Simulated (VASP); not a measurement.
# PbS in VASP: settings compared, part 2 of 3

VASP 6.6.1. The steps go on from the part before.

### Step 4. Single point, PBE (atom 1 (Pb) moved 0.05 Å along x)

The input, INCAR:

```
SYSTEM = PbS
PREC     = Accurate       ! precision mode
ENCUT    = 520            ! plane-wave cutoff, eV
EDIFF    = 1E-6           ! SCF threshold, eV
ISMEAR   = 0              ! smearing method
SIGMA    = 0.05           ! smearing width, eV
LREAL    = .FALSE.        ! projectors in reciprocal space
LASPH    = .TRUE.         ! aspherical terms in the spheres
NELM     = 80             ! most SCF steps
ALGO     = Normal         ! electronic algorithm
ISIF     = 2              ! what is computed and relaxed
LWAVE    = .FALSE.        ! write WAVECAR
LCHARG   = .FALSE.        ! write CHGCAR
GGA      = PE             ! functional
NBANDS   = 17             ! bands
```

The input, KPOINTS:

```
Automatic mesh
0
G
  10 10 10
  0 0 0
```

The input, POSCAR:

```
PbS
1.0
    0.0000000000      3.3238313106      3.3238313106
    3.3238313106      0.0000000000      3.3238313106
    3.3238313106      3.3238313106      0.0000000000
Pb S
1 1
Direct
   -0.0075214407      0.0075214407      0.0075214407
    0.2500000000      0.2500000000      0.2500000000
```

Potentials or basis: VASP PAW PBE potentials, release 64 (Pb_d, S).

On the command line:

```bash
> cat potpaw_PBE.64/Pb_d/POTCAR potpaw_PBE.64/S/POTCAR > POTCAR
> mpirun -np 1 vasp_std > vasp.out
```

OUTCAR:

```text
SYSTEM = PbS
   PREC = Accurate
   ENCUT = 520
   EDIFF = 1E-6
   ISMEAR = 0
   LREAL = .FALSE.
   LASPH = .TRUE.
   NELM = 80
   ISIF = 2
   GGA = PE

 ion  position               nearest neighbor table
   1  0.992  0.008  0.008-   2 2.85   2 2.85   2 2.91   2 2.91
   2  0.250  0.250  0.250-   1 2.85   1 2.85   1 2.91   1 2.91

  LATTYP: Found a face centered cubic cell.
 ALAT       =     6.6476626212

  Lattice vectors:

 A1 = (   0.0000000000,   3.3238313106,   3.3238313106)
 A2 = (   3.3238313106,   0.0000000000,   3.3238313106)
 A3 = (   3.3238313106,   3.3238313106,   0.0000000000)

Analysis of symmetry for initial positions (statically):
=====================================================================
 Subroutine PRICEL returns:
 Original cell was already a primitive cell.

 Routine SETGRP: Setting up the symmetry group for a
 face centered cubic supercell.

 Subroutine GETGRP returns: Found  4 space group operations
 (whereof  4 operations were pure point group operations)
 out of a pool of 48 trial point group operations.

The static configuration has the point symmetry C_2v.

Analysis of symmetry for dynamics (positions and initial velocities):
=====================================================================
 Subroutine PRICEL returns:
 Original cell was already a primitive cell.

 Routine SETGRP: Setting up the symmetry group for a
 face centered cubic supercell.

 Subroutine GETGRP returns: Found  4 space group operations
 (whereof  4 operations were pure point group operations)
 out of a pool of 48 trial point group operations.

The dynamic configuration has the point symmetry C_2v.

 Subroutine INISYM returns: Found  4 space group operations
 (whereof  4 operations are pure point group operations),
 and found     1 'primitive' translations

----------------------------------------------------------------------------------------

                                     Primitive cell

  volume of cell :      73.4424

  direct lattice vectors                    reciprocal lattice vectors
     0.000000000  3.323831311  3.323831311    -0.150428813  0.150428813  0.150428813
     3.323831311  0.000000000  3.323831311     0.150428813 -0.150428813  0.150428813
     3.323831311  3.323831311  0.000000000     0.150428813  0.150428813 -0.150428813

  length of vectors
     4.700607318  4.700607318  4.700607318     0.260550348  0.260550348  0.260550348

  position of ions in fractional coordinates (direct lattice)
     0.992478559  0.007521441  0.007521441
     0.250000000  0.250000000  0.250000000

  ion indices of the primitive-cell ions
   primitive index   ion index
                 1           1
                 2           2

----------------------------------------------------------------------------------------

 KPOINTS: Automatic mesh

Automatic generation of k-mesh.
 Grid dimensions read from file:
 generate k-points for:   10   10   10

 Generating k-lattice:

  Cartesian coordinates                     Fractional coordinates (reciprocal lattice)
    -0.015042881  0.015042881  0.015042881     0.100000000  0.000000000  0.000000000
     0.015042881 -0.015042881  0.015042881     0.000000000  0.100000000  0.000000000
     0.015042881  0.015042881 -0.015042881     0.000000000  0.000000000  0.100000000

  Length of vectors
     0.026055035  0.026055035  0.026055035

  Shift w.r.t. Gamma in fractional coordinates (k-lattice)
     0.000000000  0.000000000  0.000000000

 Subroutine IBZKPT returns following result:
 ===========================================

 Found    171 irreducible k-points:

 Following reciprocal coordinates:
            Coordinates               Weight
  0.000000  0.000000  0.000000      1.000000
  0.100000  0.000000  0.000000      4.000000
  0.000000  0.100000  0.000000      4.000000
  0.200000  0.000000  0.000000      4.000000
  0.000000  0.200000  0.000000      4.000000
  0.300000  0.000000  0.000000      4.000000
[... 16 lines left out ...]
  0.000000  0.400000  0.100000      4.000000
  0.100000  0.000000  0.400000      8.000000
 [... further k-points ...]
   k-points           NKPTS =    171   k-points in BZ     NKDIM =    171   number of bands    NBANDS=     17
   number of dos      NEDOS =    301   number of ions     NIONS =      2
   total plane-waves  NPLWV =  46656
   dimension x,y,z NGX =    36 NGY =   36 NGZ =   36
   dimension x,y,z NGXF=    72 NGYF=   72 NGZF=   72
   ions per type =               1   1
   NGX,Y,Z   is equivalent  to a cutoff of  12.73, 12.73, 12.73 a.u.
   NGXF,Y,Z  is equivalent  to a cutoff of  25.46, 25.46, 25.46 a.u.
 SYSTEM =  PbS
   PREC   = accura    normal or accurate (medium, high low for compatibility)
   ISTART =      0    job   : 0-new  1-cont  2-samecut
   ICHARG =      2    charge: 1-file 2-atom 10-const
   ISPIN  =      1    spin polarized calculation?
   LNONCOLLINEAR =      F non collinear calculations
   LSORBIT =      F    spin-orbit coupling
   LASPH  =      T    aspherical Exc in radial PAW
   ENCUT  =  520.0 eV  38.22 Ry    6.18 a.u.   8.74  8.74  8.74*2*pi/ulx,y,z
   NELM   =     80;   NELMIN=  2; NELMDL= -5     # of ELM steps
   EDIFF  = 0.1E-05   stopping-criterion for ELM
   LREAL  =      F    real-space projection
   EDIFFG = 0.1E-04   stopping-criterion for IOM
   NSW    =      0    number of steps for IOM
   IBRION =     -1    ionic relax: 0-MD 1-quasi-New 2-CG
   NFREE  =      0    steps in history (QN), initial steepest desc. (CG)
   ISIF   =      2    stress and relaxation
   ISYM   =      2    0-nonsym 1-usesym 2-fastsym
   POTIM  = 0.5000    time-step for ionic-motion
   TEBEG  =    0.0;   TEEND  =   0.0 temperature during run
   PSTRESS=    0.0 pullay stress
   NELECT =      20.0000    total number of electrons
   NUPDOWN=      -1.0000    fix difference up-down
   EMIN   =  10.00;   EMAX   =-10.00  energy-range for DOS
   EFERMI =   0.00;   METHOD = LEGACY
   ISMEAR =     0;   SIGMA  =   0.05  broadening in eV -4-tet -1-fermi 0-gaus
   EFERMI_NEDOS =   21; number of points for ismear=-14 and -15
   IALGO  =     38    algorithm
   IMIX   =      4    mixing-type and parameters
     AMIX     =   0.40;   BMIX     =  1.00
     AMIX_MAG =   1.60;   BMIX_MAG =  1.00
  volume/ion in A,a.u.               =      36.72       247.81
  Fermi-wavevector in a.u.,A,eV,Ry     =   1.061131  2.005248 15.320160  1.126000
  Thomas-Fermi vector in A             =   2.196537
   LORBIT       =      0    0 simple, 1 ext, 2 COOP (PROOUT), +10 PAW based schemes
   GGA     = PE    functional components
   LHFCALC =     F    Hartree Fock is set to
   AEXX    =    0.0000 exact exchange contribution
   IVDW    =     0    specifies the selected vdW correction
   LEPSILON=     F    determine dielectric tensor
   LRPA    =     F    only Hartree local field effects (RPA)
 non-spin polarized calculation
 Gauss-broadening in eV      SIGMA  =   0.05
  energy-cutoff  :      520.00
  volume of cell :       73.44
 maximum number of plane-waves:      2006
   NGX = 17   NGY = 17   NGZ = 17

 number of electron      20.0000003 magnetization

 Free energy of the ion-electron system (eV)
  ---------------------------------------------------
  ext. energy  EPLUGINS =         0.00000000
  ---------------------------------------------------
  free energy    TOTEN  =        -8.40522641 eV

  energy without entropy =       -8.40522641  energy(sigma->0) =       -8.40522641

 E-fermi :   2.9396     XC(G=0):  -7.8353

 val. band max:        2.6397172867   @ k =  -0.3000   0.5000   0.2000
 cond. band min:       3.5255202179   @ k =   0.5000   0.5000   0.0000
 fundamental gap:      0.8858029312
 Fermi energy:         2.9395648111

 k-point     1 :       0.0000    0.0000    0.0000
  band No.  band energies     occupation
      1     -13.9587      2.00000
      2     -13.9575      2.00000
      3     -13.9528      2.00000
      4     -13.9235      2.00000
      5     -13.9224      2.00000
      6      -9.8009      2.00000
[... 9 lines left out ...]
     16      11.2965      0.00000
     17      12.2256      0.00000

 k-point     2 :       0.1000    0.0000    0.0000
  band No.  band energies     occupation
      1     -13.9584      2.00000
      2     -13.9576      2.00000
      3     -13.9537      2.00000
      4     -13.9234      2.00000
      5     -13.9220      2.00000
      6      -9.7455      2.00000
[... 9 lines left out ...]
     16      10.8867      0.00000
     17      11.9932      0.00000
[... 421 lines left out ...]
 k-point    24 :       0.1000    0.0000    0.4000
  band No.  band energies     occupation
      1     -13.9820      2.00000
      2     -13.9456      2.00000
      3     -13.9440      2.00000
      4     -13.9234      2.00000
      5     -13.9203      2.00000
      6      -9.2275      2.00000
[... 9 lines left out ...]
     16      11.4700      0.00000
     17      12.0528      0.00000

 [... further k-points ...]
[... 5 lines left out ...]
  --------------------------------------------------------------------------------------
  -------------------------------------------------------------------------------------
  Total       -0.0187835     -0.0119773     -0.0119773      0.0000000      0.1637430      0.0000000
  in kB       -0.4097704     -0.2612902     -0.2612902      0.0000000      3.5721233      0.0000000
  external PRESSURE =      -0.3107836 kB  Pullay stress =       0.0000000 kB

 VOLUME and BASIS-vectors are now :
 -----------------------------------------------------------------------------
  energy-cutoff  :      520.00
  volume of cell :       73.44
      direct lattice vectors                 reciprocal lattice vectors
     0.000000000  3.323831311  3.323831311    -0.150428813  0.150428813  0.150428813
     3.323831311  0.000000000  3.323831311     0.150428813 -0.150428813  0.150428813
     3.323831311  3.323831311  0.000000000     0.150428813  0.150428813 -0.150428813

 POSITION                                       TOTAL-FORCE (eV/Angst)
 -----------------------------------------------------------------------------------
      0.05000      3.32383      3.32383        -0.145826      0.000000      0.000000
      1.66192      1.66192      1.66192         0.145826      0.000000      0.000000
 -----------------------------------------------------------------------------------
    total drift:                               -0.000090     -0.000000     -0.000000

  FREE ENERGIE OF THE ION-ELECTRON SYSTEM (eV)
  ---------------------------------------------------
  free  energy   TOTEN  =        -8.4052264066 eV

  energy  without entropy=       -8.4052264066  energy(sigma->0) =       -8.40522641
```

Wall time 2 min (1 thread of Intel Xeon Platinum 8559C (Emerald Rapids), shared host); peak memory 0.35 GiB.

Results:

```yaml
Free_energy: -8.4052 eV
Pressure: 0.0 GPa
Largest_force: 0.146 eV/Å
Band_gap_on_the_k_mesh: 0.89 eV (least direct gap 1.29 eV)
```

Forces in eV/Å, atoms in the order of the input:
```
Pb  -0.146  0.000  0.000
S    0.146  0.000  0.000
```

Stress tensor (GPa, compression positive):
```
-0.04  0.00  0.00
 0.00 -0.03  0.36
 0.00  0.36 -0.03
```

Caveat: the cell differs from its parent crystal (atom 1 (Pb) moved 0.05 Å along x); spin-orbit coupling is left out, which moves the levels of the heavy elements.

### Step 5. Single point, PBE

This run uses another cell than the first one, of 36.72 Å³/atom.

The input, INCAR:

```
ALGO     = Normal         # electronic algorithm
EDIFF    = 1E-6           # SCF threshold, eV
ENCUT    = 520            # plane-wave cutoff, eV
GGA      = PE             # functional
ISIF     = 2              # what is computed and relaxed
ISMEAR   = 0              # smearing method
LASPH    = T              # aspherical terms in the spheres
LCHARG   = F              # write CHGCAR
LREAL    = F              # projectors in reciprocal space
LWAVE    = F              # write WAVECAR
NBANDS   = 17             # bands
NELM     = 80             # most SCF steps
PREC     = Accurate       # precision mode
SIGMA    = 0.05           # smearing width, eV
```

The input, KPOINTS:

```
k-points
0
Gamma
  10 10 10
```

The input, POSCAR:

```
PbS
1.0
    0.0332383131      3.3238313106      3.3238313106
    3.3570696237      0.0000000000      3.3570696237
    3.3238313106      3.3238313106      0.0332383131
Pb S
1 1
Direct
    0.0000000000      0.0000000000      0.0000000000
    0.2500000000      0.2500000000      0.2500000000
```

On the command line:

```bash
> cat potpaw_PBE.64/Pb_d/POTCAR potpaw_PBE.64/S/POTCAR > POTCAR
> mpirun -np 1 vasp_std > vasp.out
```

It took 1.8 min on 1 thread of Intel Xeon Platinum 8559C (Emerald Rapids), shared host; peak memory 0.35 GiB.

It converged, with:

```
Free energy            : -8.4086 eV
Pressure               : 0.0 GPa
Largest force          : 0.066 eV/Å
Band gap on the k mesh : 0.89 eV (least direct gap 1.30 eV)
```

Forces in eV/Å, atoms in the order of the input:
```
Pb   0.000  0.066  0.000
S    0.000 -0.066  0.000
```

Stress tensor (GPa, compression positive):
```
-0.04  0.00 -0.07
 0.00 -0.04  0.00
-0.07  0.00 -0.04
```

Levels at points of the mesh, in eV from the valence-band top:
```tsv
k point	band 6	band 7	band 8	band 9	band 10	band 11	band 12	band 13	band 14	band 15
(0.00, 0.00, 0.00)	-12.44	-5.95	-1.63	-1.62	-1.60	2.46	2.54	2.63	5.33	8.66
(0.50, 0.00, 0.00)	-11.72	-7.64	-2.14	-2.11	-1.85	3.17	3.28	3.65	7.09	8.53
(0.00, 0.50, 0.00)	-11.77	-7.59	-2.11	-2.08	-1.81	3.20	3.31	3.56	7.13	8.53
(0.50, 0.50, 0.00)	-11.47	-8.00	-2.78	-2.78	-0.41	0.89	5.06	5.06	6.06	8.62
(0.50, 0.00, 0.50)	-11.47	-8.00	-2.81	-2.76	-0.41	0.89	5.03	5.09	6.05	8.63
```

Caveat: spin-orbit coupling is left out, which moves the levels of the heavy elements.

[end of part 2 of 3]
